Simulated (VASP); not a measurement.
# CsI in VASP: notebook

CsI is run at these levels: LDA; tasks: electric field gradients.

All numbers are computed with VASP 6.6.1; they aren't measurements. Logs are shortened: lines on timing, memory, paths and dates and some standing lists are left out, and cuts for length are marked.

## 1. The cell of the first run

The structure is tetragonal, space group P4/mmm (No. 123). The conventional cell has a = 4.567 Å, b = 4.567 Å, c = 4.612 Å, α = 90.00°, β = 90.00°, γ = 90.00°. Cs (site symmetry 4/mmm) has 8 I at 3.97 Å and 6 Cs at 4.57 to 4.61 Å within 5.2 Å. Within 5.2 Å of I (site symmetry 4/mmm) lie 8 Cs at 3.97 Å and 6 I at 4.57 to 4.61 Å.

## 2. Electric field gradients, LDA (zz strain of +1 %)

Contents of INCAR:

```
SYSTEM = CsI
PREC = Accurate ; ENCUT = 400
EDIFF = 1E-8 ; ISMEAR = -1
SIGMA = 0.01 ; LREAL = .False.
LASPH = .True. ; NELM = 120
ALGO = Normal ; ISIF = 2
LWAVE = .False. ; LCHARG = .False.
GGA = CA ; LEFG = .True.
NBANDS = 15 ; GGA_COMPAT = .False.
```

Contents of KPOINTS:

```
regular mesh
0
Gamma
  7 7 7
  0 0 0
```

Contents of POSCAR:

```
CsI
1.0
    4.5667000000      0.0000000000      0.0000000000
    0.0000000000      4.5667000000      0.0000000000
    0.0000000000      0.0000000000      4.6123670000
Cs I
1 1
Direct
    0.0000000000      0.0000000000      0.0000000000
    0.5000000000      0.5000000000      0.5000000000
```

Potentials or basis: VASP PAW LDA potentials, release 64 (Cs_sv, I).

The run is started by

```
> cat potpaw_LDA.64/Cs_sv/POTCAR potpaw_LDA.64/I/POTCAR > POTCAR
> mpirun -np 1 vasp_std > vasp.out
```

OUTCAR:

```text
SYSTEM = CsI
   PREC = Accurate
   ENCUT = 400
   EDIFF = 1E-8
   ISMEAR = -1
   LREAL = .False.
   LASPH = .True.
   NELM = 120
   ISIF = 2
   GGA = CA

 ion  position               nearest neighbor table
   1  0.000  0.000  0.000-
   2  0.500  0.500  0.500-

  LATTYP: Found a simple tetragonal cell.
 ALAT       =     4.5667000000
 C/A-ratio  =     1.0100000000

  Lattice vectors:

 A1 = (   4.5667000000,   0.0000000000,   0.0000000000)
 A2 = (   0.0000000000,   4.5667000000,   0.0000000000)
 A3 = (   0.0000000000,   0.0000000000,   4.6123670000)

Analysis of symmetry for initial positions (statically):
=====================================================================
 Subroutine PRICEL returns:
 Original cell was already a primitive cell.

 Routine SETGRP: Setting up the symmetry group for a
 simple tetragonal supercell.

 Subroutine GETGRP returns: Found 16 space group operations
 (whereof 16 operations were pure point group operations)
 out of a pool of 16 trial point group operations.

The static configuration has the point symmetry D_4h.

Analysis of symmetry for dynamics (positions and initial velocities):
=====================================================================
 Subroutine PRICEL returns:
 Original cell was already a primitive cell.

 Routine SETGRP: Setting up the symmetry group for a
 simple tetragonal supercell.

 Subroutine GETGRP returns: Found 16 space group operations
 (whereof 16 operations were pure point group operations)
 out of a pool of 16 trial point group operations.

The dynamic configuration has the point symmetry D_4h.

 Subroutine INISYM returns: Found 16 space group operations
 (whereof 16 operations are pure point group operations),
 and found     1 'primitive' translations

----------------------------------------------------------------------------------------

                                     Primitive cell

  volume of cell :      96.1898

  direct lattice vectors                    reciprocal lattice vectors
     4.566700000  0.000000000  0.000000000     0.218976504  0.000000000  0.000000000
     0.000000000  4.566700000  0.000000000     0.000000000  0.218976504  0.000000000
     0.000000000  0.000000000  4.612367000     0.000000000  0.000000000  0.216808420

  length of vectors
     4.566700000  4.566700000  4.612367000     0.218976504  0.218976504  0.216808420

  position of ions in fractional coordinates (direct lattice)
     0.000000000  0.000000000  0.000000000
     0.500000000  0.500000000  0.500000000

  ion indices of the primitive-cell ions
   primitive index   ion index
                 1           1
                 2           2

----------------------------------------------------------------------------------------

 KPOINTS: regular mesh

Automatic generation of k-mesh.
 Grid dimensions read from file:
 generate k-points for:    7    7    7

 Generating k-lattice:

  Cartesian coordinates                     Fractional coordinates (reciprocal lattice)
     0.031282358  0.000000000  0.000000000     0.142857143  0.000000000  0.000000000
     0.000000000  0.031282358  0.000000000     0.000000000  0.142857143  0.000000000
     0.000000000  0.000000000  0.030972631     0.000000000  0.000000000  0.142857143

  Length of vectors
     0.031282358  0.031282358  0.030972631

  Shift w.r.t. Gamma in fractional coordinates (k-lattice)
     0.000000000  0.000000000  0.000000000

 Subroutine IBZKPT returns following result:
 ===========================================

 Found     40 irreducible k-points:

 Following reciprocal coordinates:
            Coordinates               Weight
  0.000000  0.000000  0.000000      1.000000
  0.142857  0.000000  0.000000      4.000000
  0.285714  0.000000  0.000000      4.000000
  0.428571  0.000000  0.000000      4.000000
  0.142857  0.142857  0.000000      4.000000
  0.285714  0.142857  0.000000      8.000000
[... 16 lines left out ...]
  0.285714  0.000000  0.285714      8.000000
  0.428571  0.000000  0.285714      8.000000
 [... further k-points ...]
   k-points           NKPTS =     40   k-points in BZ     NKDIM =     40   number of bands    NBANDS=     15
   number of dos      NEDOS =    301   number of ions     NIONS =      2
   total plane-waves  NPLWV =  27000
   dimension x,y,z NGX =    30 NGY =   30 NGZ =   30
   dimension x,y,z NGXF=    60 NGYF=   60 NGZF=   60
   ions per type =               1   1
   NGX,Y,Z   is equivalent  to a cutoff of  10.92, 10.92, 10.81 a.u.
   NGXF,Y,Z  is equivalent  to a cutoff of  21.84, 21.84, 21.63 a.u.
 SYSTEM =  CsI
   PREC   = accura    normal or accurate (medium, high low for compatibility)
   ISTART =      0    job   : 0-new  1-cont  2-samecut
   ICHARG =      2    charge: 1-file 2-atom 10-const
   ISPIN  =      1    spin polarized calculation?
   LNONCOLLINEAR =      F non collinear calculations
   LSORBIT =      F    spin-orbit coupling
   LASPH  =      T    aspherical Exc in radial PAW
   ENCUT  =  400.0 eV  29.40 Ry    5.42 a.u.   7.45  7.45  7.52*2*pi/ulx,y,z
   NELM   =    120;   NELMIN=  2; NELMDL= -5     # of ELM steps
   EDIFF  = 0.1E-07   stopping-criterion for ELM
   LREAL  =      F    real-space projection
   EDIFFG = 0.1E-06   stopping-criterion for IOM
   NSW    =      0    number of steps for IOM
   IBRION =     -1    ionic relax: 0-MD 1-quasi-New 2-CG
   NFREE  =      0    steps in history (QN), initial steepest desc. (CG)
   ISIF   =      2    stress and relaxation
   ISYM   =      2    0-nonsym 1-usesym 2-fastsym
   POTIM  = 0.5000    time-step for ionic-motion
   TEBEG  =    0.0;   TEEND  =   0.0 temperature during run
   PSTRESS=    0.0 pullay stress
   NELECT =      16.0000    total number of electrons
   NUPDOWN=      -1.0000    fix difference up-down
   EMIN   =  10.00;   EMAX   =-10.00  energy-range for DOS
   EFERMI =   0.00;   METHOD = LEGACY
   ISMEAR =    -1;   SIGMA  =   0.01  broadening in eV -4-tet -1-fermi 0-gaus
   EFERMI_NEDOS =   21; number of points for ismear=-14 and -15
   IALGO  =     38    algorithm
   IMIX   =      4    mixing-type and parameters
     AMIX     =   0.40;   BMIX     =  1.00
     AMIX_MAG =   1.60;   BMIX_MAG =  1.00
  volume/ion in A,a.u.               =      48.09       324.56
  Fermi-wavevector in a.u.,A,eV,Ry     =   0.900337  1.701391 11.028980  0.810607
  Thomas-Fermi vector in A             =   2.023282
   LORBIT       =      0    0 simple, 1 ext, 2 COOP (PROOUT), +10 PAW based schemes
   GGA     = CA    functional components
   LHFCALC =     F    Hartree Fock is set to
   AEXX    =    0.0000 exact exchange contribution
   IVDW    =     0    specifies the selected vdW correction
   LEPSILON=     F    determine dielectric tensor
   LRPA    =     F    only Hartree local field effects (RPA)
 non-spin polarized calculation
  energy-cutoff  :      400.00
  volume of cell :       96.19
 maximum number of plane-waves:      1779
 NGX is ok and might be reduce to    30
   NGX = 15   NGY = 15   NGZ = 15

 number of electron      16.0000008 magnetization

 Free energy of the ion-electron system (eV)
  ---------------------------------------------------
  ext. energy  EPLUGINS =         0.00000000
  ---------------------------------------------------
  free energy    TOTEN  =        -6.13373914 eV

  energy without entropy =       -6.13373914  energy(sigma->0) =       -6.13373914

 E-fermi :   0.8716     XC(G=0):  -8.0415

 val. band max:        0.5837478942   @ k =   0.4286   0.0000   0.4286
 cond. band min:       4.0981709375   @ k =   0.0000   0.0000   0.0000
 fundamental gap:      3.5144230434
 Fermi energy:         0.8716000939

 k-point     1 :       0.0000    0.0000    0.0000
  band No.  band energies     occupation
      1     -19.7511      2.00000
      2     -10.1106      2.00000
      3      -6.4574      2.00000
      4      -6.4453      2.00000
      5      -6.4453      2.00000
      6       0.4737      2.00000
      7       0.5178      2.00000
      8       0.5178      2.00000
      9       4.0982      0.00000
     10       4.5626      0.00000
     11       4.5852      0.00000
     12       8.2235      0.00000
     13       8.2235      0.00000
     14       8.2987      0.00000
     15      10.6211      0.00000
[... 397 lines left out ...]
 k-point    24 :       0.4286    0.0000    0.2857
  band No.  band energies     occupation
      1     -19.7141      2.00000
      2     -10.0216      2.00000
      3      -6.7385      2.00000
      4      -6.6395      2.00000
      5      -6.3592      2.00000
      6      -0.5516      2.00000
      7      -0.0763      2.00000
      8       0.5061      2.00000
      9       5.1525      0.00000
     10       5.7755      0.00000
     11       6.9728      0.00000
     12       7.3207      0.00000
     13       7.5281      0.00000
     14       8.6587      0.00000
     15       9.2812      0.00000

 [... further k-points ...]
[... 5 lines left out ...]
  --------------------------------------------------------------------------------------
  -------------------------------------------------------------------------------------
  Total       -0.8385097     -0.8385097     -0.9423505      0.0000000      0.0000000     -0.0000000
  in kB      -13.9665736    -13.9665736    -15.6961894      0.0000000      0.0000000     -0.0000000
  external PRESSURE =     -14.5431122 kB  Pullay stress =       0.0000000 kB

 VOLUME and BASIS-vectors are now :
 -----------------------------------------------------------------------------
  energy-cutoff  :      400.00
  volume of cell :       96.19
      direct lattice vectors                 reciprocal lattice vectors
     4.566700000  0.000000000  0.000000000     0.218976504  0.000000000  0.000000000
     0.000000000  4.566700000  0.000000000     0.000000000  0.218976504  0.000000000
     0.000000000  0.000000000  4.612367000     0.000000000  0.000000000  0.216808420

 POSITION                                       TOTAL-FORCE (eV/Angst)
 -----------------------------------------------------------------------------------
      0.00000      0.00000      0.00000         0.000000      0.000000      0.000000
      2.28335      2.28335      2.30618         0.000000      0.000000      0.000000
 -----------------------------------------------------------------------------------
    total drift:                                0.000000     -0.000000     -0.000000

  FREE ENERGIE OF THE ION-ELECTRON SYSTEM (eV)
  ---------------------------------------------------
  free  energy   TOTEN  =        -6.1337391370 eV

  energy  without entropy=       -6.1337391370  energy(sigma->0) =       -6.13373914

 Electric field gradients (V/A^2)
---------------------------------------------------------------------
 ion       V_xx      V_yy      V_zz      V_xy      V_xz      V_yz
---------------------------------------------------------------------
   1       1.828     1.828    -3.657     0.000    -0.000    -0.000
   2      -3.216    -3.216     6.433     0.000     0.000    -0.000
---------------------------------------------------------------------

 Electric field gradients after diagonalization (V/A^2)
 (convention: |V_zz| > |V_xx| > |V_yy|)
----------------------------------------------------------------------
 ion       V_xx      V_yy      V_zz     asymmetry (V_yy - V_xx)/ V_zz
----------------------------------------------------------------------
   1       1.828     1.828    -3.657       0.000
   2      -3.216    -3.216     6.433       0.000
----------------------------------------------------------------------

           NMR quadrupolar parameters

 Cq : quadrupolar parameter    Cq=e*Q*V_zz/h
 eta: asymmetry parameters     (V_yy - V_xx)/ V_zz
 Q  : nuclear electric quadrupole moment in mb (millibarn)
----------------------------------------------------------------------
 ion       Cq(MHz)       eta       Q (mb)
----------------------------------------------------------------------
   1      -0.009       0.000       1.000
   2       0.016       0.000       1.000
----------------------------------------------------------------------
```

Run time: 29 s. Hardware: 1 thread of Intel Xeon Platinum 8259CL at 2.50GHz (Skylake/Cascade Lake), shared host; peak memory 0.17 GiB.

Results:

| Item | Value |
| --- | --- |
| Free energy | -6.1337 eV |
| Pressure | -1.5 GPa |
| Band gap on the k mesh | 3.51 eV, indirect (least direct gap 3.58 eV) |

Electric field gradients, principal values (V/Å²):
```csv
atom,least,middle,greatest (by size)
1 Cs,1.828,1.828,-3.657
2 I,-3.216,-3.216,6.433
```

Caveat: the cell differs from its parent crystal (zz strain of +1 %); without QUAD_EFG the Cq values of the log hold for a quadrupole moment of 1 mb, not for the nuclei; spin-orbit coupling is left out, which moves the levels of the heavy elements.

(Part 1 of 3 ends here.)
